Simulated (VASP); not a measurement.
Fe:

```
Fe
1.0
    -1.44300    1.44300    1.44300
     1.44300   -1.44300    1.44300
     1.44300    1.44300   -1.44300
Fe
1
Cartesian
  0.0000 0.0000 0.0000
```

```yaml
Program: VASP 6.6.1
Task: relaxation of cell and atoms
Functional: PBE
Potentials_or_basis: VASP PAW PBE potentials, release 64 (Fe)
Cutoff: 600 eV
k_mesh: 20 × 20 × 20
Occupations: gaussian, width 0.1 eV
Spin: collinear spin, ferromagnetic start
Starting_moments: "[2.66] μB"
```

At the start: pressure -9.4 GPa; volume 12.02 Å³/atom.

**Question.** Where does the relaxation end?

**Answer.** Over 3 steps the energy falls by 20.6 meV/atom and the volume is 11.35 Å³/atom (-5.6 %); space group Im-3m (No. 229, to 0.05 Å); moment 2.19 μB per cell.

The path:
```csv
step,energy change (eV),largest force (eV/Å),pressure (GPa),volume (Å³)
1,0.0000,0.0000,-9.44,12.02
2,-0.0062,0.0000,9.53,10.83
3,-0.0206,0.0000,0.03,11.35
```

Final structure:
```xyz
1
Lattice="-1.4157 1.4157 1.4157 1.4157 -1.4157 1.4157 1.4157 1.4157 -1.4157" Properties=species:S:1:pos:R:3 pbc="T T T"
Fe    0.0000    0.0000    0.0000
```
